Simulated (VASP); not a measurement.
# H (P6_3/mmc) in VASP: further runs

H is run at these levels: r2SCAN; tasks: single point.

Everything below comes from runs of VASP 6.6.1. Logs are shortened: lines on timing, memory, paths and dates and some standing lists are left out, and cuts for length are marked.

### 1 The cell of the first run

It takes space group P6_3/mmc (No. 194, hexagonal). The conventional cell has a = 3.799 Å, b = 3.799 Å, c = 5.825 Å, α = 90.00°, β = 90.00°, γ = 120.00°. H (site symmetry 3m) has 1 H at 0.74 Å within 1.0 Å.

### 2 Single point, r2SCAN (biaxial strain in the a-b plane: -2.0 %, then relaxed in part)

POSCAR

```
H
1.0
    3.7993005378      0.0000000000      0.0000000000
   -1.8996502689      3.2902907823      0.0000000000
    0.0000000000      0.0000000000      5.8253918281
H
4
Direct
    0.3333333333      0.6666666667      0.1863544075
    0.6666666667      0.3333333333      0.6863544075
    0.6666666667      0.3333333333      0.8136455925
    0.3333333333      0.6666666667      0.3136455925
```

INCAR.step1

```
SYSTEM = H
PREC = Accurate
ENCUT = 520
ISMEAR = 0
SIGMA = 0.02
LREAL = .FALSE.
LASPH = .TRUE.
NELM = 60
NBANDS = 10
GGA = PE
ALGO = Normal
EDIFF = 1E-4
LWAVE = .TRUE.
LCHARG = .FALSE.
```

INCAR.step2

```
SYSTEM = H
PREC = Accurate
ENCUT = 520
EDIFF = 1E-6
ISMEAR = 0
SIGMA = 0.02
LREAL = .FALSE.
LASPH = .TRUE.
NELM = 60
ALGO = Normal
ISIF = 2
LWAVE = .FALSE.
LCHARG = .FALSE.
METAGGA = R2SCAN
LMIXTAU = .TRUE.
NBANDS = 10
ISTART = 1
```

KPOINTS

```
regular mesh
0
G
  9 9 4
  0 0 0
```

Potentials or basis: VASP PAW PBE potentials, release 64 (H).

The run is started by

```bash
$ cat potpaw_PBE.64/H/POTCAR > POTCAR
$ cp INCAR.step1 INCAR
$ mpirun -np 1 vasp_std > vasp.out
$ cp INCAR.step2 INCAR
$ mpirun -np 1 vasp_std > vasp.out
```

OUTCAR:

```text
SYSTEM = H
   PREC = Accurate
   ENCUT = 520
   EDIFF = 1E-6
   ISMEAR = 0
   LREAL = .FALSE.
   LASPH = .TRUE.
   NELM = 60
   ISIF = 2
   METAGGA = R2SCAN
   ISTART = 1

 ion  position               nearest neighbor table
   1  0.333  0.667  0.186-   4 0.74
   2  0.667  0.333  0.686-   3 0.74
   3  0.667  0.333  0.814-   2 0.74
   4  0.333  0.667  0.314-   1 0.74

  LATTYP: Found a hexagonal cell.
 ALAT       =     3.7993005378
 C/A-ratio  =     1.5332800788

  Lattice vectors:

 A1 = (   3.7993005378,   0.0000000000,   0.0000000000)
 A2 = (  -1.8996502689,   3.2902907823,   0.0000000000)
 A3 = (   0.0000000000,   0.0000000000,   5.8253918281)

Analysis of symmetry for initial positions (statically):
=====================================================================
 Subroutine PRICEL returns:
 Original cell was already a primitive cell.

 Routine SETGRP: Setting up the symmetry group for a
 hexagonal supercell.

 Subroutine GETGRP returns: Found 24 space group operations
 (whereof 12 operations were pure point group operations)
 out of a pool of 24 trial point group operations.

The static configuration has the point symmetry D_3d.
 The point group associated with its full space group is D_6h.

Analysis of symmetry for dynamics (positions and initial velocities):
=====================================================================
 Subroutine PRICEL returns:
 Original cell was already a primitive cell.

 Routine SETGRP: Setting up the symmetry group for a
 hexagonal supercell.

 Subroutine GETGRP returns: Found 24 space group operations
 (whereof 12 operations were pure point group operations)
 out of a pool of 24 trial point group operations.

The dynamic configuration has the point symmetry D_3d.
 The point group associated with its full space group is D_6h.

 Subroutine INISYM returns: Found 24 space group operations
 (whereof 12 operations are pure point group operations),
 and found     1 'primitive' translations

----------------------------------------------------------------------------------------

                                     Primitive cell

  volume of cell :      72.8221

  direct lattice vectors                    reciprocal lattice vectors
     3.799300538  0.000000000  0.000000000     0.263206343  0.151962253  0.000000000
    -1.899650269  3.290290782  0.000000000     0.000000000  0.303924506  0.000000000
     0.000000000  0.000000000  5.825391828     0.000000000  0.000000000  0.171662273
[... 97 lines left out ...]
   TEBEG  =    0.0;   TEEND  =   0.0 temperature during run
   PSTRESS=    0.0 pullay stress
   NELECT =       4.0000    total number of electrons
   NUPDOWN=      -1.0000    fix difference up-down
   EMIN   =  10.00;   EMAX   =-10.00  energy-range for DOS
   EFERMI =   0.00;   METHOD = LEGACY
   ISMEAR =     0;   SIGMA  =   0.02  broadening in eV -4-tet -1-fermi 0-gaus
   EFERMI_NEDOS =   21; number of points for ismear=-14 and -15
   IALGO  =     38    algorithm
   IMIX   =      4    mixing-type and parameters
     AMIX     =   0.40;   BMIX     =  1.00
     AMIX_MAG =   1.60;   BMIX_MAG =  1.00
  volume/ion in A,a.u.               =      18.21       122.86
  Fermi-wavevector in a.u.,A,eV,Ry     =   0.622311  1.175996  5.269133  0.387270
  Thomas-Fermi vector in A             =   1.682122
   LORBIT       =      0    0 simple, 1 ext, 2 COOP (PROOUT), +10 PAW based schemes
   METAGGA = R2SCAN    functional components
   LHFCALC =     F    Hartree Fock is set to
   AEXX    =    0.0000 exact exchange contribution
   IVDW    =     0    specifies the selected vdW correction
   LEPSILON=     F    determine dielectric tensor
   LRPA    =     F    only Hartree local field effects (RPA)
 non-spin polarized calculation
 Gauss-broadening in eV      SIGMA  =   0.02
  energy-cutoff  :      520.00
  volume of cell :       72.82
 maximum number of plane-waves:      1977
   NGX = 15   NGY = 15   NGZ = 21

 number of electron       4.0000001 magnetization

 Free energy of the ion-electron system (eV)
  ---------------------------------------------------
  ext. energy  EPLUGINS =         0.00000000
  ---------------------------------------------------
  free energy    TOTEN  =       -13.80881111 eV

  energy without entropy =      -13.80881111  energy(sigma->0) =      -13.80881111

 E-fermi :  -9.6211     XC(G=0):  -3.9649

 val. band max:       -9.7474265839   @ k =   0.2222   0.1111   0.0000
 cond. band min:       0.2609460434   @ k =   0.0000   0.0000   0.0000
 fundamental gap:     10.0083726272
 Fermi energy:        -9.6210829725

 k-point     1 :       0.0000    0.0000    0.0000
  band No.  band energies     occupation
      1     -10.6523      2.00000
      2      -9.8028      2.00000
      3       0.2609      0.00000
      4       3.2545      0.00000
      5       6.5574      0.00000
      6       7.0117      0.00000
      7       9.4615      0.00000
      8       9.4616      0.00000
      9      10.6414      0.00000
     10      10.6415      0.00000
[... 287 lines left out ...]
 k-point    24 :       0.3333    0.3333    0.2500
  band No.  band energies     occupation
      1      -9.8684      2.00000
      2      -9.8684      2.00000
      3       2.5458      0.00000
      4       2.5458      0.00000
      5       2.7204      0.00000
      6       4.9585      0.00000
      7       5.6060      0.00000
      8       5.6060      0.00000
      9       9.6776      0.00000
     10      11.2444      0.00000

 [... further k-points ...]

------------------------ aborting loop because EDIFF is reached ----------------------------------------

  FORCE on cell =-STRESS in cart. coord.  units (eV):
  Direction    XX          YY          ZZ          XY          YZ          ZX
  --------------------------------------------------------------------------------------
  -------------------------------------------------------------------------------------
  Total       -0.0495717     -0.0495717     -0.0618224     -0.0000000      0.0000000      0.0000000
  in kB       -1.0906403     -1.0906403     -1.3601709     -0.0000000      0.0000000      0.0000000
  external PRESSURE =      -1.1804838 kB  Pullay stress =       0.0000000 kB

 VOLUME and BASIS-vectors are now :
 -----------------------------------------------------------------------------
  energy-cutoff  :      520.00
  volume of cell :       72.82
      direct lattice vectors                 reciprocal lattice vectors
     3.799300538  0.000000000  0.000000000     0.263206343  0.151962253  0.000000000
    -1.899650269  3.290290782  0.000000000     0.000000000  0.303924506  0.000000000
     0.000000000  0.000000000  5.825391828     0.000000000  0.000000000  0.171662273

 POSITION                                       TOTAL-FORCE (eV/Angst)
 -----------------------------------------------------------------------------------
     -0.00000      2.19353      1.08559         0.000000     -0.000000     -0.004978
      1.89965      1.09676      3.99828        -0.000000     -0.000000     -0.004978
      1.89965      1.09676      4.73980        -0.000000      0.000000      0.004978
     -0.00000      2.19353      1.82711         0.000000     -0.000000      0.004978
 -----------------------------------------------------------------------------------
    total drift:                               -0.000000      0.000000     -0.000000

  FREE ENERGIE OF THE ION-ELECTRON SYSTEM (eV)
  ---------------------------------------------------
  free  energy   TOTEN  =       -13.8088111103 eV

  energy  without entropy=      -13.8088111103  energy(sigma->0) =      -13.80881111
```

OUTCAR.step1:

```text
SYSTEM = H
   PREC = Accurate
   ENCUT = 520
   ISMEAR = 0
   LREAL = .FALSE.
   LASPH = .TRUE.
[... 543 lines left out ...]
      1.89965      1.09676      3.99828         0.000000     -0.000000     -0.314020
      1.89965      1.09676      4.73980        -0.000000     -0.000000      0.314020
     -0.00000      2.19353      1.82711        -0.000000      0.000000      0.314020
 -----------------------------------------------------------------------------------
    total drift:                               -0.000000      0.000000     -0.000000

  FREE ENERGIE OF THE ION-ELECTRON SYSTEM (eV)
  ---------------------------------------------------
  free  energy   TOTEN  =       -13.5727139812 eV

  energy  without entropy=      -13.5727139812  energy(sigma->0) =      -13.57271398
```

Run time: 74 s. Hardware: 1 thread of Intel Xeon 6975P-C (Granite Rapids), shared host; peak memory 0.18 GiB.

What came out:

* Free energy: -13.8088 eV
* Pressure: -0.1 GPa
* Largest force: 0.005 eV/Å
* Band gap on the k mesh: 10.01 eV (least direct gap 10.06 eV)

Forces in eV/Å, atoms in the order of the input:
```
H    0.000  0.000 -0.005
H    0.000  0.000 -0.005
H    0.000  0.000  0.005
H    0.000  0.000  0.005
```

Caveat: the cell differs from its parent crystal (biaxial strain in the a-b plane: -2.0 %, then relaxed in part); the PAW data sets were made with another functional, which shifts forces and pressure a little; an odd mesh through Γ misses points on the zone boundary, where band edges can lie.

(Continued in part 2 of 2.)
